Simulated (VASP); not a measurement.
# CuO (Cc) in VASP: notebook, part 2 of 2

VASP 6.6.1. Earlier steps stand in the parts before.

### 3 Single point, PBEsol+U, collinear spin, ferromagnetic start

INCAR

```
SYSTEM = CuO
PREC = Accurate ; ENCUT = 520
EDIFF = 1E-6 ; ISMEAR = 0
SIGMA = 0.05 ; LREAL = .FALSE.
LASPH = .TRUE. ; NELM = 150
ALGO = Normal ; ISIF = 2
LWAVE = .FALSE. ; LCHARG = .FALSE.
ISPIN = 2 ; MAGMOM = 0.68 0.68 0.36 0.36
LORBIT = 11 ; LMAXMIX = 4
LDAU = .TRUE. ; LDAUTYPE = 1
LDAUL = 2 -1 ; LDAUU = 6 0
LDAUJ = 0.7 0 ; LDAUPRINT = 1
GGA = PS ; NBANDS = 29
```

KPOINTS

```
Automatic mesh
0
G
  7 7 4
  0 0 0
```

POSCAR

```
CuO
1.0
    2.3446497600     -1.7133998200      0.0000000000
    2.3446497600      1.7133998200      0.0000000000
   -0.8605499100      0.0000000000      5.0594394800
Cu O
2 2
Direct
    0.0032000000      0.4968000000      0.0000000000
    0.4968000000      0.0032000000      0.5000000000
    0.5714000000      0.4056000000      0.2537000000
    0.4056000000      0.5714000000      0.7537000000
```

Potentials or basis: VASP PAW PBE potentials, release 64 (Cu, O).

On the command line:

```
cat potpaw_PBE.64/Cu/POTCAR potpaw_PBE.64/O/POTCAR > POTCAR
mpirun -np 1 vasp_std > vasp.out
```

Wall time 82 s (1 thread of AMD EPYC 9R45 (Zen 5), shared host); peak memory 0.21 GiB.

Results (log left out):

- Free energy: -18.2879 eV
- Pressure: -5.0 GPa
- Largest force: 0.743 eV/Å
- Band gap on the k mesh: 0.52 eV (least direct gap 0.54 eV)
- Net moment: 2.00 μB per cell
- Site moments: Cu +0.68; O +0.28 μB
- Valence electrons inside the program's atomic spheres: Cu 9.93; O 4.97

Forces in eV/Å, atoms in the order of the input:
```
Cu  -0.641  0.263  0.271
Cu  -0.641 -0.263  0.271
O    0.641  0.199 -0.271
O    0.641 -0.199 -0.271
```

Stress tensor (GPa, compression positive):
```
-6.05  0.00  0.76
 0.00 -3.30  0.00
 0.76  0.00 -5.73
```

Levels at points of the mesh, in eV from the valence-band top:
Spin up:
```csv
k point,band 14,band 15,band 16,band 17,band 18,band 19,band 20,band 21,band 22,band 23
"(0.00, 0.00, 0.00)",-2.38,-2.37,-1.97,-0.53,-0.07,1.84,6.51,8.43,13.81,15.49
"(0.00, 0.00, 0.50)",-3.44,-1.75,-1.75,-0.69,-0.69,4.18,4.18,11.95,11.95,14.57
```
Spin down:
| k point | band 13 | band 14 | band 15 | band 16 | band 17 | band 18 | band 19 | band 20 |
| --- | --- | --- | --- | --- | --- | --- | --- | --- |
| (0.00, 0.00, 0.00) | -2.73 | -1.92 | -1.85 | -1.37 | 1.68 | 2.13 | 2.52 | 6.64 |
| (0.00, 0.00, 0.50) | -3.07 | -3.07 | -1.24 | -1.24 | 1.94 | 1.94 | 4.48 | 4.48 |

Eigenvalues of the final occupation matrices:
| site | spin | trace | eigenvalues |
| --- | --- | --- | --- |
| site 1 d | 1 | 4.93 | 0.96 0.97 0.98 0.98 1.03 |
| site 1 d | 2 | 4.25 | 0.37 0.95 0.97 0.97 0.98 |
| site 2 d | 1 | 4.93 | 0.96 0.97 0.98 0.98 1.03 |
| site 2 d | 2 | 4.25 | 0.37 0.95 0.97 0.97 0.98 |

Caveat: the cell stands under tension; semilocal functionals underestimate gaps, and a narrow one can read as zero; the PAW data sets were made with another functional, which shifts forces and pressure a little. A k mesh can miss the band edges.

### 4 Single point, PBEsol+U, collinear spin, ferromagnetic start

INCAR

```
PREC     = Accurate       # precision mode
ENCUT    = 520            # plane-wave cutoff, eV
EDIFF    = 1E-6           # SCF threshold, eV
ISMEAR   = 0              # smearing method
SIGMA    = 0.05           # smearing width, eV
LREAL    = F              # projectors in reciprocal space
LASPH    = T              # aspherical terms in the spheres
NELM     = 150            # most SCF steps
ALGO     = Normal         # electronic algorithm
ISIF     = 2              # what is computed and relaxed
LWAVE    = F              # write WAVECAR
LCHARG   = F              # write CHGCAR
ISPIN    = 2              # spin polarisation
MAGMOM   = 0.68 0.68 0.36 0.36 # initial moments
LORBIT   = 11             # projections on sites
LMAXMIX  = 4              # l up to which the mixer works
LDAU     = T              # DFT+U
LDAUTYPE = 1            
LDAUL    = 2 -1           # shell
LDAUU    = 6 0            # U, eV
LDAUJ    = 0.7 0        
LDAUPRINT= 1            
GGA      = PS             # functional
NBANDS   = 29             # bands
```

KPOINTS

```
regular mesh
0
Gamma
  7 7 4
```

POSCAR is that of step 3.

Potentials or basis: VASP PAW PBE potentials, release 64 (Cu, O).

On the command line:

```
cat potpaw_PBE.64/Cu/POTCAR potpaw_PBE.64/O/POTCAR > POTCAR
mpirun -np 1 vasp_std > vasp.out
```

OUTCAR:

```text
PREC = Accurate
   ENCUT = 520
   EDIFF = 1E-6
   ISMEAR = 0
   LREAL = F
   LASPH = T
   NELM = 150
   ISIF = 2
   ISPIN = 2
   LORBIT = 11
   GGA = PS

 ion  position               nearest neighbor table
   1  0.003  0.497  0.000-   4 1.91   3 1.93   4 1.98   3 2.02
   2  0.497  0.003  0.500-   3 1.91   4 1.93   3 1.98   4 2.02
   3  0.571  0.406  0.254-   2 1.91   1 1.93   2 1.98   1 2.02
   4  0.406  0.571  0.754-   1 1.91   2 1.93   1 1.98   2 2.02

  LATTYP: Found a base centered monoclinic cell.
 ALAT       =     4.6892995200
 B/A-ratio  =     0.7307700490
[... 1840 lines left out ...]
      direct lattice vectors                 reciprocal lattice vectors
     2.344649760 -1.713399820  0.000000000     0.213251467 -0.291817470  0.036271514
     2.344649760  1.713399820  0.000000000     0.213251467  0.291817470  0.036271514
    -0.860549910  0.000000000  5.059439480     0.000000000  0.000000000  0.197650353

 POSITION                                       TOTAL-FORCE (eV/Angst)
 -----------------------------------------------------------------------------------
      1.17232      0.84573      0.00000        -0.640557      0.263162      0.270551
      0.74205     -0.84573      2.52972        -0.640557     -0.263162      0.270551
      2.07240     -0.28408      1.28358         0.640557      0.199153     -0.270551
      1.64213      0.28408      3.81330         0.640557     -0.199153     -0.270551
 -----------------------------------------------------------------------------------
    total drift:                               -0.000430      0.000000     -0.000346

  FREE ENERGIE OF THE ION-ELECTRON SYSTEM (eV)
  ---------------------------------------------------
  free  energy   TOTEN  =       -18.2878792900 eV

  energy  without entropy=      -18.2878792900  energy(sigma->0) =      -18.28787929

 total charge

# of ion       s       p       d       tot
------------------------------------------
    1        0.382   0.397   9.151   9.930
    2        0.382   0.397   9.151   9.930
    3        1.550   3.423   0.000   4.973
    4        1.550   3.423   0.000   4.973
--------------------------------------------------
tot          3.864   7.640  18.303  29.806

 magnetization (x)

# of ion       s       p       d       tot
------------------------------------------
    1       -0.003   0.004   0.681   0.682
    2       -0.003   0.004   0.681   0.682
    3        0.019   0.262   0.000   0.281
    4        0.019   0.262   0.000   0.281
--------------------------------------------------
tot          0.032   0.533   1.362   1.927
```

stdout:

```text
POSCAR found type information on POSCAR CuO
 POSCAR found :  2 types and       4 ions
 scaLAPACK will be used
 -----------------------------------------------------------------------------
|                                                                             |
|                                                                             |
|     You enforced a specific xc type in the INCAR file but a different       |
|     I HOPE YOU KNOW WHAT YOU ARE DOING!                                     |
|                                                                             |
 -----------------------------------------------------------------------------

 LDA part: xc-table for (Slater+PW92), standard interpolation
 POSCAR, INCAR and KPOINTS ok, starting setup
 FFT: planning ... GRIDC
 FFT: planning ... GRID_SOFT
 FFT: planning ... GRID
 WAVECAR not read
 entering main loop
```

Run time: 78 s. Hardware: 1 thread of AMD EPYC 9R45 (Zen 5), shared host; peak memory 0.21 GiB.

Results:

| Quantity | Value |
| --- | --- |
| Free energy | -18.2879 eV |
| Pressure | -5.0 GPa |
| Largest force | 0.743 eV/Å |
| Band gap on the k mesh | 0.52 eV (least direct gap 0.54 eV) |
| Net moment | 2.00 μB per cell |
| Site moments | Cu +0.68; O +0.28 μB |
| Valence electrons inside the program's atomic spheres | Cu 9.93; O 4.97 |

Forces in eV/Å, atoms in the order of the input:
```
Cu  -0.641  0.263  0.271
Cu  -0.641 -0.263  0.271
O    0.641  0.199 -0.271
O    0.641 -0.199 -0.271
```

Eigenvalues of the final occupation matrices:
| site | spin | trace | eigenvalues |
| --- | --- | --- | --- |
| site 1 d | 1 | 4.93 | 0.96 0.97 0.98 0.98 1.03 |
| site 1 d | 2 | 4.25 | 0.37 0.95 0.97 0.97 0.98 |
| site 2 d | 1 | 4.93 | 0.96 0.97 0.98 0.98 1.03 |
| site 2 d | 2 | 4.25 | 0.37 0.95 0.97 0.97 0.98 |

Caveat: the cell stands under tension; semilocal functionals underestimate gaps, and a narrow one can read as zero; the PAW data sets were made with another functional, which shifts forces and pressure a little. A k mesh can miss the band edges.

### 5 Single point, PBEsol+U, collinear spin, zero start

INCAR

```
SYSTEM = CuO
  PREC = Accurate
  ENCUT = 520
  EDIFF = 1E-7
  ISMEAR = 0
  SIGMA = 0.05
  LREAL = .False.
  LASPH = .True.
  NELM = 150
  ALGO = Normal
  ISIF = 2
  LWAVE = .False.
  LCHARG = .True.
  ISPIN = 2
  MAGMOM = 0 0 0 0
  LORBIT = 11
  LMAXMIX = 4
  LDAU = .True.
  LDAUTYPE = 1
  LDAUL = 2 -1
  LDAUU = 6 0
  LDAUJ = 0.7 0
  LDAUPRINT = 1
  GGA = PS
  LELF = .True.
  LVHAR = .True.
  NBANDS = 29
```

KPOINTS

```
Automatic mesh
0
Gamma
  7 7 4
  0 0 0
```

POSCAR is that of step 4.

On the command line:

```
cat potpaw_PBE.64/Cu/POTCAR potpaw_PBE.64/O/POTCAR > POTCAR
mpirun -np 1 vasp_std > vasp.out
```

It took 80 s on 1 thread of AMD EPYC 9R45 (Zen 5), shared host; peak memory 0.21 GiB.

It converged, with:

```yaml
Free_energy: -17.7806 eV
Pressure: -6.3 GPa
Largest_force: 0.694 eV/Å
Band_gap_on_the_k_mesh: zero (filled and empty bands overlap)
Net_moment: 0.00 μB per cell
Valence_electrons_inside_the_program's_atomic_spheres: Cu 10.03; O 4.91
```

Forces in eV/Å, atoms in the order of the input:
```
Cu  -0.539  0.282  0.212
Cu  -0.539 -0.282  0.212
O    0.539  0.383 -0.212
O    0.539 -0.383 -0.212
```

Stress tensor (GPa, compression positive):
```
-6.54  0.00 -0.25
 0.00 -4.03  0.00
-0.25  0.00 -8.40
```

Levels at points of the mesh, in eV from the Fermi level:
Spin up:
```
           k point  band 15  band 16  band 17  band 18  band 19  band 20
(0.00, 0.00, 0.00)    -2.39    -2.15     0.27     0.97     1.99     6.53
(0.00, 0.00, 0.50)    -1.68    -1.68     0.33     0.33     4.25     4.25
```
Spin down:
| k point | band 14 | band 15 | band 16 | band 17 | band 18 | band 19 | band 20 | band 21 |
| --- | --- | --- | --- | --- | --- | --- | --- | --- |
| (0.00, 0.00, 0.00) | -2.58 | -2.39 | -2.15 | 0.27 | 0.97 | 1.99 | 6.53 | 8.49 |
| (0.00, 0.00, 0.50) | -2.88 | -1.68 | -1.68 | 0.33 | 0.33 | 4.25 | 4.25 | 12.04 |

Eigenvalues of the final occupation matrices:
| site | spin | trace | eigenvalues |
| --- | --- | --- | --- |
| site 1 d | 1 | 4.66 | 0.80 0.95 0.96 0.97 0.98 |
| site 1 d | 2 | 4.66 | 0.80 0.95 0.96 0.97 0.98 |
| site 2 d | 1 | 4.66 | 0.80 0.95 0.96 0.97 0.98 |
| site 2 d | 2 | 4.66 | 0.80 0.95 0.96 0.97 0.98 |

Caveat: the cell stands under tension; the PAW data sets were made with another functional, which shifts forces and pressure a little.

### 6 Overview

```csv
spin,gap on the mesh (eV),pressure (GPa),moment (μB),largest force (eV/Å)
collinear,0.52,-5.1,2.00,0.74
"collinear, ferromagnetic start",0.52,-5.0,2.00,0.74
"collinear, zero start",none,-6.3,0.00,0.69
```

Alike in all rows: task single point; level PBEsol+U; potentials or basis VASP PAW PBE potentials, release 64 (Cu, O); Cu d U = 6.0 eV, J = 0.7 eV; cell as given; k mesh 7 × 7 × 4; cutoff (eV) 520; smearing gaussian 0.05 eV.

Caveats: the cell stands under tension; the PAW data sets were made with another functional, which shifts forces and pressure a little; semilocal functionals underestimate gaps, and a narrow one can read as zero (at least some runs).

Total energies depend on the potentials used, so only differences within one code and one set of settings carry meaning.
